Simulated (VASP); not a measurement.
# ZrN (Fm-3m) in VASP: a series of runs

Runs on ZrN. Level: PBEsol. Tasks: single point.

Program: VASP 6.6.1. These are calculated values, not measurements. Logs are shortened: lines on timing, memory, paths and dates and some standing lists are left out, and cuts for length are marked.

### Step 1. The cell of the first run

It takes space group Fm-3m (No. 225, cubic). Conventional cell: a = 4.600 Å, b = 4.600 Å, c = 4.600 Å, α = 90.00°, β = 90.00°, γ = 90.00°. Zr (site symmetry m-3m) has 6 N at 2.30 Å within 3.0 Å. Within 3.0 Å of N (site symmetry m-3m) lie 6 Zr at 2.30 Å.

### Step 2. Single point, PBEsol

The input, INCAR:

```
PREC = Accurate
ENCUT = 600
EDIFF = 1E-6
ISMEAR = 1
SIGMA = 0.05
LREAL = F
LASPH = T
NELM = 120
ALGO = Normal
ISIF = 2
LWAVE = F
LCHARG = F
GGA = PS
NBANDS = 16
GGA_COMPAT = F
```

The input, KPOINTS:

```
regular mesh
0
Gamma
  3 3 3
```

The input, POSCAR:

```
ZrN
1.0
    0.0000000000      2.3000000000      2.3000000000
    2.3000000000      0.0000000000      2.3000000000
    2.3000000000      2.3000000000      0.0000000000
Zr N
1 1
Direct
    0.5000000000      0.5000000000      0.5000000000
    0.0000000000      0.0000000000      0.0000000000
```

Potentials or basis: VASP PAW PBE potentials, release 64 (Zr_sv, N).

Launch:

```
$ cat potpaw_PBE.64/Zr_sv/POTCAR potpaw_PBE.64/N/POTCAR > POTCAR
$ mpirun -np 1 vasp_std > vasp.out
```

OUTCAR:

```text
PREC = Accurate
   ENCUT = 600
   EDIFF = 1E-6
   ISMEAR = 1
   LREAL = F
   LASPH = T
   NELM = 120
   ISIF = 2
   GGA = PS

 ion  position               nearest neighbor table
   1  0.500  0.500  0.500-   2 2.30   2 2.30   2 2.30   2 2.30   2 2.30   2 2.30
   2  0.000  0.000  0.000-   1 2.30   1 2.30   1 2.30   1 2.30   1 2.30   1 2.30

  LATTYP: Found a face centered cubic cell.
 ALAT       =     4.6000000000

  Lattice vectors:

 A1 = (   0.0000000000,   2.3000000000,   2.3000000000)
 A2 = (   2.3000000000,   0.0000000000,   2.3000000000)
 A3 = (   2.3000000000,   2.3000000000,   0.0000000000)

Analysis of symmetry for initial positions (statically):
=====================================================================
 Subroutine PRICEL returns:
 Original cell was already a primitive cell.

 Routine SETGRP: Setting up the symmetry group for a
 face centered cubic supercell.

 Subroutine GETGRP returns: Found 48 space group operations
 (whereof 48 operations were pure point group operations)
 out of a pool of 48 trial point group operations.

The static configuration has the point symmetry O_h .

Analysis of symmetry for dynamics (positions and initial velocities):
=====================================================================
 Subroutine PRICEL returns:
 Original cell was already a primitive cell.

 Routine SETGRP: Setting up the symmetry group for a
 face centered cubic supercell.

 Subroutine GETGRP returns: Found 48 space group operations
 (whereof 48 operations were pure point group operations)
 out of a pool of 48 trial point group operations.

The dynamic configuration has the point symmetry O_h .

 Subroutine INISYM returns: Found 48 space group operations
 (whereof 48 operations are pure point group operations),
 and found     1 'primitive' translations

----------------------------------------------------------------------------------------

                                     Primitive cell

  volume of cell :      24.3340

  direct lattice vectors                    reciprocal lattice vectors
     0.000000000  2.300000000  2.300000000    -0.217391304  0.217391304  0.217391304
     2.300000000  0.000000000  2.300000000     0.217391304 -0.217391304  0.217391304
     2.300000000  2.300000000  0.000000000     0.217391304  0.217391304 -0.217391304

  length of vectors
     3.252691193  3.252691193  3.252691193     0.376532784  0.376532784  0.376532784

  position of ions in fractional coordinates (direct lattice)
     0.500000000  0.500000000  0.500000000
     0.000000000  0.000000000  0.000000000

  ion indices of the primitive-cell ions
   primitive index   ion index
                 1           1
                 2           2

----------------------------------------------------------------------------------------

 KPOINTS: regular mesh

Automatic generation of k-mesh.
 Grid dimensions read from file:
 generate k-points for:    3    3    3

 Generating k-lattice:

  Cartesian coordinates                     Fractional coordinates (reciprocal lattice)
    -0.072463768  0.072463768  0.072463768     0.333333333  0.000000000  0.000000000
     0.072463768 -0.072463768  0.072463768     0.000000000  0.333333333  0.000000000
     0.072463768  0.072463768 -0.072463768     0.000000000  0.000000000  0.333333333

  Length of vectors
     0.125510928  0.125510928  0.125510928

  Shift w.r.t. Gamma in fractional coordinates (k-lattice)
     0.000000000  0.000000000  0.000000000

 Subroutine IBZKPT returns following result:
 ===========================================

 Found      4 irreducible k-points:

 Following reciprocal coordinates:
            Coordinates               Weight
  0.000000  0.000000  0.000000      1.000000
  0.333333  0.000000  0.000000      8.000000
  0.333333  0.333333  0.000000      6.000000
 -0.333333  0.333333  0.000000     12.000000
   k-points           NKPTS =      4   k-points in BZ     NKDIM =      4   number of bands    NBANDS=     16
   number of dos      NEDOS =    301   number of ions     NIONS =      2
   total plane-waves  NPLWV =  21952
   dimension x,y,z NGX =    28 NGY =   28 NGZ =   28
   dimension x,y,z NGXF=    56 NGYF=   56 NGZF=   56
   ions per type =               1   1
   NGX,Y,Z   is equivalent  to a cutoff of  14.31, 14.31, 14.31 a.u.
   NGXF,Y,Z  is equivalent  to a cutoff of  28.62, 28.62, 28.62 a.u.
 SYSTEM =  unknown system
   PREC   = accura    normal or accurate (medium, high low for compatibility)
   ISTART =      0    job   : 0-new  1-cont  2-samecut
   ICHARG =      2    charge: 1-file 2-atom 10-const
   ISPIN  =      1    spin polarized calculation?
   LNONCOLLINEAR =      F non collinear calculations
   LSORBIT =      F    spin-orbit coupling
   LASPH  =      T    aspherical Exc in radial PAW
   ENCUT  =  600.0 eV  44.10 Ry    6.64 a.u.   6.50  6.50  6.50*2*pi/ulx,y,z
   NELM   =    120;   NELMIN=  2; NELMDL= -5     # of ELM steps
   EDIFF  = 0.1E-05   stopping-criterion for ELM
   LREAL  =      F    real-space projection
   EDIFFG = 0.1E-04   stopping-criterion for IOM
   NSW    =      0    number of steps for IOM
   IBRION =     -1    ionic relax: 0-MD 1-quasi-New 2-CG
   NFREE  =      0    steps in history (QN), initial steepest desc. (CG)
   ISIF   =      2    stress and relaxation
   ISYM   =      2    0-nonsym 1-usesym 2-fastsym
   POTIM  = 0.5000    time-step for ionic-motion
   TEBEG  =    0.0;   TEEND  =   0.0 temperature during run
   PSTRESS=    0.0 pullay stress
   NELECT =      17.0000    total number of electrons
   NUPDOWN=      -1.0000    fix difference up-down
   EMIN   =  10.00;   EMAX   =-10.00  energy-range for DOS
   EFERMI =   0.00;   METHOD = LEGACY
   ISMEAR =     1;   SIGMA  =   0.05  broadening in eV -4-tet -1-fermi 0-gaus
   EFERMI_NEDOS =   21; number of points for ismear=-14 and -15
   IALGO  =     38    algorithm
   IMIX   =      4    mixing-type and parameters
     AMIX     =   0.40;   BMIX     =  1.00
     AMIX_MAG =   1.60;   BMIX_MAG =  1.00
  volume/ion in A,a.u.               =      12.17        82.11
  Fermi-wavevector in a.u.,A,eV,Ry     =   1.452624  2.745062 28.709889  2.110117
  Thomas-Fermi vector in A             =   2.569985
   LORBIT       =      0    0 simple, 1 ext, 2 COOP (PROOUT), +10 PAW based schemes
   GGA     = PS    functional components
   LHFCALC =     F    Hartree Fock is set to
   AEXX    =    0.0000 exact exchange contribution
   IVDW    =     0    specifies the selected vdW correction
   LEPSILON=     F    determine dielectric tensor
   LRPA    =     F    only Hartree local field effects (RPA)
 non-spin polarized calculation
 Methfessel and Paxton  Order N= 1 SIGMA  =   0.05
  energy-cutoff  :      600.00
  volume of cell :       24.33
 maximum number of plane-waves:       869
 NGX is ok and might be reduce to    28
   NGX = 13   NGY = 13   NGZ = 13

 number of electron      17.0000000 magnetization

 Free energy of the ion-electron system (eV)
  ---------------------------------------------------
  ext. energy  EPLUGINS =         0.00000000
  ---------------------------------------------------
  free energy    TOTEN  =       -21.33976519 eV

  energy without entropy =      -21.33390924  energy(sigma->0) =      -21.33781320

 E-fermi :  12.2261     XC(G=0): -12.6214

 val. band max:       11.2808731097   @ k =   0.0000   0.0000   0.0000
 cond. band min:      12.2335698677   @ k =  -0.3333   0.3333   0.0000
 fundamental gap:      0.9526967580
 Fermi energy:        12.2260926102

 k-point     1 :       0.0000    0.0000    0.0000
  band No.  band energies     occupation
      1     -37.7671      2.00000
      2     -15.4290      2.00000
      3     -15.4290      2.00000
      4     -15.4290      2.00000
      5      -4.4290      2.00000
      6       9.1216      2.00000
[... 8 lines left out ...]
     15      20.7893      0.00000
     16      34.0530      0.00000

 k-point     2 :       0.3333    0.0000    0.0000
  band No.  band energies     occupation
      1     -37.6642      2.00000
      2     -16.3052      2.00000
      3     -15.4992      2.00000
      4     -15.4992      2.00000
      5      -2.8219      2.00000
      6       5.0692      2.00000
[... 8 lines left out ...]
     15      24.0235      0.00000
     16      26.3439      0.00000

 k-point     3 :       0.3333    0.3333    0.0000
  band No.  band energies     occupation
      1     -37.6310      2.00000
      2     -16.1631      2.00000
      3     -15.6934      2.00000
      4     -15.6934      2.00000
      5      -3.5603      2.00000
      6       5.9993      2.00000
[... 8 lines left out ...]
     15      24.8778      0.00000
     16      27.0555      0.00000

 k-point     4 :      -0.3333    0.3333    0.0000
  band No.  band energies     occupation
      1     -37.5960      2.00000
      2     -16.1738      2.00000
      3     -16.0794      2.00000
      4     -15.6335      2.00000
      5      -3.0400      2.00000
      6       5.5906      2.00000
[... 8 lines left out ...]
     15      22.7697      0.00000
     16      23.0527      0.00000

------------------------ aborting loop because EDIFF is reached ----------------------------------------

  FORCE on cell =-STRESS in cart. coord.  units (eV):
  Direction    XX          YY          ZZ          XY          YZ          ZX
  --------------------------------------------------------------------------------------
  -------------------------------------------------------------------------------------
  Total       -0.8440922     -0.8440922     -0.8440922     -0.0000000     -0.0000000      0.0000000
  in kB      -55.5759578    -55.5759578    -55.5759578     -0.0000000     -0.0000000      0.0000000
  external PRESSURE =     -55.5759578 kB  Pullay stress =       0.0000000 kB

 VOLUME and BASIS-vectors are now :
 -----------------------------------------------------------------------------
  energy-cutoff  :      600.00
  volume of cell :       24.33
      direct lattice vectors                 reciprocal lattice vectors
     0.000000000  2.300000000  2.300000000    -0.217391304  0.217391304  0.217391304
     2.300000000  0.000000000  2.300000000     0.217391304 -0.217391304  0.217391304
     2.300000000  2.300000000  0.000000000     0.217391304  0.217391304 -0.217391304

 POSITION                                       TOTAL-FORCE (eV/Angst)
 -----------------------------------------------------------------------------------
      2.30000      2.30000      2.30000        -0.000000     -0.000000     -0.000000
      0.00000      0.00000      0.00000         0.000000      0.000000      0.000000
 -----------------------------------------------------------------------------------
    total drift:                                0.000000      0.000000      0.000000

  FREE ENERGIE OF THE ION-ELECTRON SYSTEM (eV)
  ---------------------------------------------------
  free  energy   TOTEN  =       -21.3397651861 eV

  energy  without entropy=      -21.3339092359  energy(sigma->0) =      -21.33781320
```

Wall time 9.7 s (1 thread of AMD EPYC 7R13, shared host); peak memory 0.12 GiB.

Results:

```
Free energy : -21.3398 eV
Pressure    : -5.6 GPa
```

Levels at points of the mesh, in eV from the Fermi level:
| k point | band 6 | band 7 | band 8 | band 9 | band 10 | band 11 |
| --- | --- | --- | --- | --- | --- | --- |
| (0.00, 0.00, 0.00) | -3.10 | -3.10 | -3.10 | -0.95 | -0.95 | -0.95 |

Caveat: the k points lie up to 0.79 Å⁻¹ apart; the PAW data sets were made with another functional, which shifts forces and pressure a little.

### Step 3. Single point, PBEsol

The input, INCAR:

```
PREC     = Accurate       # precision mode
ENCUT    = 600            # plane-wave cutoff, eV
EDIFF    = 1E-6           # SCF threshold, eV
ISMEAR   = 1              # smearing method
SIGMA    = 0.05           # smearing width, eV
LREAL    = F              # projectors in reciprocal space
LASPH    = T              # aspherical terms in the spheres
NELM     = 120            # most SCF steps
ALGO     = Normal         # electronic algorithm
ISIF     = 2              # what is computed and relaxed
LWAVE    = F              # write WAVECAR
LCHARG   = F              # write CHGCAR
GGA      = PS             # functional
NBANDS   = 16             # bands
GGA_COMPAT= F
```

The input, KPOINTS:

```
regular mesh
0
Gamma
  4 4 4
```

POSCAR is that of step 2.

Potentials or basis: VASP PAW PBE potentials, release 64 (Zr_sv, N).

Launch:

```
$ cat potpaw_PBE.64/Zr_sv/POTCAR potpaw_PBE.64/N/POTCAR > POTCAR
$ mpirun -np 1 vasp_std > vasp.out
```

Run time: 14 s. Hardware: 1 thread of AMD EPYC 7R13, shared host; peak memory 0.12 GiB.

It converged, with:

```
Free energy : -21.5155 eV
Pressure    : -7.4 GPa
```

Levels at points of the mesh, in eV from the Fermi level:
```
           k point  band 6  band 7  band 8  band 9  band 10  band 11
(0.00, 0.00, 0.00)   -2.08   -2.08   -2.08    0.10     0.10     0.10
(0.50, 0.00, 0.00)   -7.11   -5.11   -5.11    3.52     3.57     3.57
(0.50, 0.50, 0.00)   -4.03   -2.96   -2.60   -2.60     3.84     5.01
```

Caveat: the k points lie up to 0.59 Å⁻¹ apart; the PAW data sets were made with another functional, which shifts forces and pressure a little.

### Step 4. Single point, PBEsol

The input, INCAR:

```
ALGO = Normal
EDIFF = 1E-6
ENCUT = 600
GGA = PS
GGA_COMPAT = False
ISIF = 2
ISMEAR = 1
LASPH = True
LCHARG = True
LELF = True
LREAL = False
LVHAR = True
LWAVE = False
NBANDS = 16
NELM = 120
PREC = Accurate
SIGMA = 0.05
```

The input, KPOINTS:

```
k-points
0
Gamma
  5 5 5
```

POSCAR is that of step 3.

Launch:

```
$ cat potpaw_PBE.64/Zr_sv/POTCAR potpaw_PBE.64/N/POTCAR > POTCAR
$ mpirun -np 1 vasp_std > vasp.out
```

Wall time 18 s (1 thread of AMD EPYC 7R13, shared host); peak memory 0.12 GiB.

Results (log left out):

| Quantity | Value |
| --- | --- |
| Free energy | -21.5429 eV |
| Pressure | -7.7 GPa |

Levels at points of the mesh, in eV from the Fermi level:
```
           k point  band 5  band 6  band 7  band 8  band 9  band 10  band 11  band 12
(0.00, 0.00, 0.00)  -16.25   -2.71   -2.71   -2.71   -0.51    -0.51    -0.51     1.45
```

Caveat: the k points lie up to 0.47 Å⁻¹ apart; the PAW data sets were made with another functional, which shifts forces and pressure a little.

### Step 5. Single point, PBEsol

The input, INCAR:

```
PREC     = Accurate       # precision mode
ENCUT    = 600            # plane-wave cutoff, eV
EDIFF    = 1E-6           # SCF threshold, eV
ISMEAR   = 1              # smearing method
SIGMA    = 0.05           # smearing width, eV
LREAL    = F              # projectors in reciprocal space
LASPH    = T              # aspherical terms in the spheres
NELM     = 120            # most SCF steps
ALGO     = Normal         # electronic algorithm
ISIF     = 2              # what is computed and relaxed
LWAVE    = F              # write WAVECAR
LCHARG   = F              # write CHGCAR
GGA      = PS             # functional
NBANDS   = 16             # bands
GGA_COMPAT= F
```

The input, KPOINTS:

```
regular mesh
0
Gamma
  7 7 7
```

POSCAR is that of step 4.

Launch:

```
$ cat potpaw_PBE.64/Zr_sv/POTCAR potpaw_PBE.64/N/POTCAR > POTCAR
$ mpirun -np 1 vasp_std > vasp.out
```

Run time: 28 s. Hardware: 1 thread of AMD EPYC 7R13, shared host; peak memory 0.13 GiB.

The run converged. Its results:

* Free energy: -21.5212 eV
* Pressure: -7.5 GPa

Levels at points of the mesh, in eV from the Fermi level:
| k point | band 7 | band 8 | band 9 | band 10 | band 11 | band 12 |
| --- | --- | --- | --- | --- | --- | --- |
| (0.00, 0.00, 0.00) | -2.78 | -2.78 | -0.56 | -0.56 | -0.56 | 1.40 |

Caveat: the PAW data sets were made with another functional, which shifts forces and pressure a little.

### Step 6. The runs side by side

| k mesh | gap on the mesh (eV) | pressure (GPa) |
| --- | --- | --- |
| 3 × 3 × 3 | none | -5.6 |
| 4 × 4 × 4 | none | -7.4 |
| 5 × 5 × 5 | none | -7.7 |
| 7 × 7 × 7 | none | -7.5 |

Alike in all rows: task single point; level PBEsol; potentials or basis VASP PAW PBE potentials, release 64 (Zr_sv, N); no spin polarisation; cell as given; cutoff (eV) 600; smearing methfessel-paxton 0.05 eV.

Caveats: some runs use coarse meshes; the PAW data sets were made with another functional, which shifts forces and pressure a little.

Total energies depend on the potentials used, so only differences within one code and one set of settings carry meaning.
